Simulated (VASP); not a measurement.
# Au (P6_3/mmc) in VASP: notebook

Aim: see how the results for Au move with the level of theory and the settings. Levels: PBEsol, LDA. Tasks: relaxation of cell and atoms, single point.

Everything below comes from runs of VASP 6.6.1. Logs are shortened: lines on timing, memory, paths and dates and some standing lists are left out, and cuts for length are marked.

### 1 The cell of the first run

The structure is hexagonal, space group P6_3/mmc (No. 194). Conventional cell: a = 2.900 Å, b = 2.900 Å, c = 4.880 Å, α = 90.00°, β = 90.00°, γ = 120.00°. Within 3.8 Å of Au (site symmetry -6m2) lie 12 Au at 2.90 to 2.96 Å.

### 2 Relaxation of cell and atoms, PBEsol, target pressure 5 GPa, at which the enthalpy is minimised

File INCAR:

```
PREC = Accurate
ENCUT = 600
EDIFF = 1E-6
ISMEAR = -1
SIGMA = 0.05
LREAL = False
LASPH = True
NELM = 80
ALGO = Normal
ISIF = 3
LWAVE = False
LCHARG = False
GGA = PS
IBRION = 2
NSW = 60
EDIFFG = -0.01
PSTRESS = 50.0
```

File KPOINTS:

```
Automatic mesh
0
Gamma
  11 11 6
```

File POSCAR:

```
Au
1.0
    2.9000000000      0.0000000000      0.0000000000
   -1.4500000000      2.5114736710      0.0000000000
    0.0000000000      0.0000000000      4.8800000000
Au
2
Direct
    0.6666666667      0.3333333333      0.2500000000
    0.3333333333      0.6666666667      0.7500000000
```

Potentials or basis: VASP PAW PBE potentials, release 64 (Au).

Started as:

```bash
$ cat potpaw_PBE.64/Au/POTCAR > POTCAR
$ mpirun -np 1 vasp_std > vasp.out
```

OUTCAR:

```text
PREC = Accurate
   ENCUT = 600
   EDIFF = 1E-6
   ISMEAR = -1
   LREAL = False
   LASPH = True
   NELM = 80
   ISIF = 3
   GGA = PS
   IBRION = 2
   NSW = 60
   EDIFFG = -0.01
   PSTRESS = 50.0

 ion  position               nearest neighbor table
   1  0.667  0.333  0.250-   2 2.96   2 2.96   2 2.96   2 2.96   2 2.96   2 2.96
   2  0.333  0.667  0.750-   1 2.96   1 2.96   1 2.96   1 2.96   1 2.96   1 2.96

  LATTYP: Found a hexagonal cell.
 ALAT       =     2.9000000000
 C/A-ratio  =     1.6827586207

  Lattice vectors:

 A1 = (   2.9000000000,   0.0000000000,   0.0000000000)
 A2 = (  -1.4500000000,   2.5114736710,   0.0000000000)
 A3 = (   0.0000000000,   0.0000000000,   4.8800000000)

Analysis of symmetry for initial positions (statically):
=====================================================================
 Subroutine PRICEL returns:
 Original cell was already a primitive cell.

 Routine SETGRP: Setting up the symmetry group for a
 hexagonal supercell.

 Subroutine GETGRP returns: Found 24 space group operations
 (whereof 12 operations were pure point group operations)
 out of a pool of 24 trial point group operations.

The static configuration has the point symmetry D_3d.
 The point group associated with its full space group is D_6h.

Analysis of symmetry for dynamics (positions and initial velocities):
=====================================================================
 Subroutine PRICEL returns:
 Original cell was already a primitive cell.

 Routine SETGRP: Setting up the symmetry group for a
 hexagonal supercell.

 Subroutine GETGRP returns: Found 24 space group operations
 (whereof 12 operations were pure point group operations)
 out of a pool of 24 trial point group operations.

The dynamic configuration has the point symmetry D_3d.
 The point group associated with its full space group is D_6h.

 Subroutine INISYM returns: Found 24 space group operations
 (whereof 12 operations are pure point group operations),
 and found     1 'primitive' translations

----------------------------------------------------------------------------------------

                                     Primitive cell

  volume of cell :      35.5424

  direct lattice vectors                    reciprocal lattice vectors
     2.900000000  0.000000000  0.000000000     0.344827586  0.199086300  0.000000000
    -1.450000000  2.511473671  0.000000000     0.000000000  0.398172599  0.000000000
     0.000000000  0.000000000  4.880000000     0.000000000  0.000000000  0.204918033

  length of vectors
     2.900000000  2.900000000  4.880000000     0.398172599  0.398172599  0.204918033

  position of ions in fractional coordinates (direct lattice)
     0.666666667  0.333333333  0.250000000
     0.333333333  0.666666667  0.750000000

  ion indices of the primitive-cell ions
   primitive index   ion index
                 1           1
                 2           2

----------------------------------------------------------------------------------------

 KPOINTS: Automatic mesh

Automatic generation of k-mesh.
 Grid dimensions read from file:
 generate k-points for:   11   11    6

 Generating k-lattice:

  Cartesian coordinates                     Fractional coordinates (reciprocal lattice)
     0.031347962  0.018098755  0.000000000     0.090909091  0.000000000  0.000000000
     0.000000000  0.036197509  0.000000000     0.000000000  0.090909091  0.000000000
     0.000000000  0.000000000  0.034153005     0.000000000  0.000000000  0.166666667

  Length of vectors
     0.036197509  0.036197509  0.034153005

  Shift w.r.t. Gamma in fractional coordinates (k-lattice)
     0.000000000  0.000000000  0.000000000

 Subroutine IBZKPT returns following result:
 ===========================================

 Found     64 irreducible k-points:

 Following reciprocal coordinates:
            Coordinates               Weight
  0.000000  0.000000  0.000000      1.000000
  0.090909 -0.000000  0.000000      6.000000
  0.181818 -0.000000  0.000000      6.000000
  0.272727 -0.000000  0.000000      6.000000
  0.363636 -0.000000  0.000000      6.000000
  0.454545  0.000000  0.000000      6.000000
[... 16 lines left out ...]
  0.090909  0.090909  0.166667     12.000000
  0.181818  0.090909  0.166667     24.000000
 [... further k-points ...]
   k-points           NKPTS =     64   k-points in BZ     NKDIM =     64   number of bands    NBANDS=     15
   number of dos      NEDOS =    301   number of ions     NIONS =      2
   total plane-waves  NPLWV =  23040
   dimension x,y,z NGX =    24 NGY =   24 NGZ =   40
   dimension x,y,z NGXF=    48 NGYF=   48 NGZF=   80
   ions per type =               2
   NGX,Y,Z   is equivalent  to a cutoff of  13.76, 13.76, 13.63 a.u.
   NGXF,Y,Z  is equivalent  to a cutoff of  27.52, 27.52, 27.25 a.u.
 SYSTEM =  unknown system
   PREC   = accura    normal or accurate (medium, high low for compatibility)
   ISTART =      0    job   : 0-new  1-cont  2-samecut
   ICHARG =      2    charge: 1-file 2-atom 10-const
   ISPIN  =      1    spin polarized calculation?
   LNONCOLLINEAR =      F non collinear calculations
   LSORBIT =      F    spin-orbit coupling
   LASPH  =      T    aspherical Exc in radial PAW
   ENCUT  =  600.0 eV  44.10 Ry    6.64 a.u.   5.79  5.79  9.75*2*pi/ulx,y,z
   NELM   =     80;   NELMIN=  2; NELMDL= -5     # of ELM steps
   EDIFF  = 0.1E-05   stopping-criterion for ELM
   LREAL  =      F    real-space projection
   EDIFFG = -.1E-01   stopping-criterion for IOM
   NSW    =     60    number of steps for IOM
   IBRION =      2    ionic relax: 0-MD 1-quasi-New 2-CG
   NFREE  =      1    steps in history (QN), initial steepest desc. (CG)
   ISIF   =      3    stress and relaxation
   ISYM   =      2    0-nonsym 1-usesym 2-fastsym
   POTIM  = 0.5000    time-step for ionic-motion
   TEBEG  =    0.0;   TEEND  =   0.0 temperature during run
   PSTRESS=   50.0 pullay stress
   NELECT =      22.0000    total number of electrons
   NUPDOWN=      -1.0000    fix difference up-down
   EMIN   =  10.00;   EMAX   =-10.00  energy-range for DOS
   EFERMI =   0.00;   METHOD = LEGACY
   ISMEAR =    -1;   SIGMA  =   0.05  broadening in eV -4-tet -1-fermi 0-gaus
   EFERMI_NEDOS =   21; number of points for ismear=-14 and -15
   IALGO  =     38    algorithm
   IMIX   =      4    mixing-type and parameters
     AMIX     =   0.40;   BMIX     =  1.00
     AMIX_MAG =   1.60;   BMIX_MAG =  1.00
  volume/ion in A,a.u.               =      17.77       119.93
  Fermi-wavevector in a.u.,A,eV,Ry     =   1.395191  2.636528 26.484517  1.946557
  Thomas-Fermi vector in A             =   2.518667
   LORBIT       =      0    0 simple, 1 ext, 2 COOP (PROOUT), +10 PAW based schemes
   GGA     = PS    functional components
   LHFCALC =     F    Hartree Fock is set to
   AEXX    =    0.0000 exact exchange contribution
   IVDW    =     0    specifies the selected vdW correction
   LEPSILON=     F    determine dielectric tensor
   LRPA    =     F    only Hartree local field effects (RPA)
 conjugate gradient relaxation of ions
 non-spin polarized calculation
  energy-cutoff  :      600.00
  volume of cell :       35.54
 maximum number of plane-waves:      1198
 NGX is ok and might be reduce to    24
   NGX = 11   NGY = 11   NGZ = 19

--------------------------------------- Ionic step        1  -------------------------------------------

 number of electron      22.0000001 magnetization

 Free energy of the ion-electron system (eV)
  ---------------------------------------------------
  ext. energy  EPLUGINS =         0.00000000
  ---------------------------------------------------
  free energy    TOTEN  =        -7.80676779 eV

  energy without entropy =       -7.79820047  energy(sigma->0) =       -7.80248413

------------------------ aborting loop because EDIFF is reached ----------------------------------------

  FORCE on cell =-STRESS in cart. coord.  units (eV):
  Direction    XX          YY          ZZ          XY          YZ          ZX
  --------------------------------------------------------------------------------------
  -------------------------------------------------------------------------------------
  Total       -1.4264929     -1.4264929     -1.5320069      0.0000000      0.0000000      0.0000000
  in kB      -64.3033704    -64.3033704    -69.0597254      0.0000000      0.0000000      0.0000000
  external PRESSURE =    -115.8888220 kB  Pullay stress =      50.0000000 kB
[... 25 lines left out ...]
--------------------------------------- Ionic step        2  -------------------------------------------

 number of electron      22.0000000 magnetization

 E-fermi :  11.9812     XC(G=0): -13.7893

 val. band max:       11.8411654799   @ k =   0.0909   0.0909   0.1667
 cond. band min:      12.0587891997   @ k =   0.2727   0.1818   0.5000
 fundamental gap:      0.2176237199
 Fermi energy:        11.9812129045

 k-point     1 :       0.0000    0.0000    0.0000
  band No.  band energies     occupation
      1       0.3718      2.00000
      2       3.0586      2.00000
      3       6.1825      2.00000
      4       6.5454      2.00000
      5       6.5454      2.00000
      6       6.9627      2.00000
      7       6.9627      2.00000
      8       7.8535      2.00000
      9       7.8535      2.00000
     10       9.6424      2.00000
     11       9.6424      2.00000
     12      10.0088      2.00000
     13      15.5062      0.00000
     14      26.3314      0.00000
[... 486 lines left out ...]
  energy  without entropy=       -7.8198391106  energy(sigma->0) =       -7.82396534

  enthalpy is  TOTEN    =        -6.7918724638 eV   P V=        1.0362190978

[... ionic steps 4 to 7 ...]

--------------------------------------- Ionic step        8  -------------------------------------------

 number of electron      22.0000000 magnetization

------------------------ aborting loop because EDIFF is reached ----------------------------------------
[... 71 lines left out ...]
--------------------------------------- Ionic step       10  -------------------------------------------

 number of electron      22.0000001 magnetization

 Free energy of the ion-electron system (eV)
  ---------------------------------------------------
  ext. energy  EPLUGINS =         0.00000000
  ---------------------------------------------------
  free energy    TOTEN  =        -7.82651749 eV

  energy without entropy =       -7.81902117  energy(sigma->0) =       -7.82276933

 E-fermi :   9.7383     XC(G=0): -13.0575

 val. band max:        9.7246096091   @ k =   0.4545   0.0000   0.5000
 cond. band min:       9.7515237148   @ k =   0.0909  -0.0000   0.0000
 fundamental gap:      0.0269141057
 Fermi energy:         9.7382683737

 k-point     1 :       0.0000    0.0000    0.0000
  band No.  band energies     occupation
      1      -0.4643      2.00000
      2       2.1063      2.00000
      3       4.8004      2.00000
      4       5.0433      2.00000
      5       5.0433      2.00000
      6       5.3900      2.00000
      7       5.3900      2.00000
      8       6.0486      2.00000
      9       6.0486      2.00000
     10       7.5532      2.00000
     11       7.5532      2.00000
     12       8.4774      2.00000
     13      12.7119      0.00000
     14      24.2365      0.00000
[... 448 lines left out ...]
  energy  without entropy=       -7.8190211716  energy(sigma->0) =       -7.82276933

  enthalpy is  TOTEN    =        -6.7932818769 eV   P V=        1.0332356098

 reached required accuracy - stopping structural energy minimisation
```

Wall time 1.7 min (1 thread of AMD EPYC 9R45 (Zen 5), shared host); peak memory 0.16 GiB.

Results:

| Property | Result |
| --- | --- |
| Free energy | -7.8265 eV |
| Relaxed volume | 16.55 Å³/atom |
| Relaxed cell | a = 2.844 Å, b = 2.844 Å, c = 4.726 Å, α = 90.00°, β = 90.00°, γ = 120.00° |
| Space group after relaxing (to 0.05 Å) | P6_3/mmc (No. 194) |
| Energy change on relaxing (the enthalpy is what falls) | -9.9 meV/atom |
| Ionic steps | 10 |
| Pressure after relaxing | 5.0 GPa |
| Band gap on the k mesh | zero (band 11 reaches 13.55 eV, above the bottom of band 12 at 7.07 eV) |

The path:
```tsv
step	energy change (eV)	largest force (eV/Å)	pressure (GPa)	volume (Å³)
1	0.0000	0.0000	-6.59	35.54
2	0.4550	0.0000	39.44	29.33
3	-0.0213	0.0000	4.54	33.20
4	-0.0195	0.0000	4.90	33.14
5	-0.0180	0.0000	5.18	33.10
6	-0.0186	0.0000	5.20	33.08
7	-0.0185	0.0000	5.24	33.07
8	-0.0185	0.0000	5.25	33.07
9	-0.0222	0.0000	4.52	33.19
10	-0.0197	0.0000	5.00	33.11
```

Final structure:
```yaml
crystal:
  lattice:
    - [2.84430, 0.00000, 0.00000]
    - [-1.42215, 2.46324, 0.00000]
    - [0.00000, 0.00000, 4.72561]
  atoms:
    - { symbol: Au, position: [0.66667, 0.33333, 0.25000] }
    - { symbol: Au, position: [0.33333, 0.66667, 0.75000] }
```

Levels at points of the mesh, in eV from the Fermi level:
| k point | band 9 | band 10 | band 11 | band 12 | band 13 | band 14 |
| --- | --- | --- | --- | --- | --- | --- |
| (0.00, 0.00, 0.00) | -3.69 | -2.19 | -2.19 | -1.26 | 2.97 | 14.50 |
| (0.00, 0.00, 0.50) | -2.67 | -2.67 | -2.67 | -2.67 | 11.06 | 11.06 |

Caveat: the cell is relaxed towards a set pressure, so the enthalpy falls and the energy may rise; the PAW data sets were made with another functional, which shifts forces and pressure a little; spin-orbit coupling is left out, which moves the levels of the heavy elements.

[end of part 1 of 2]
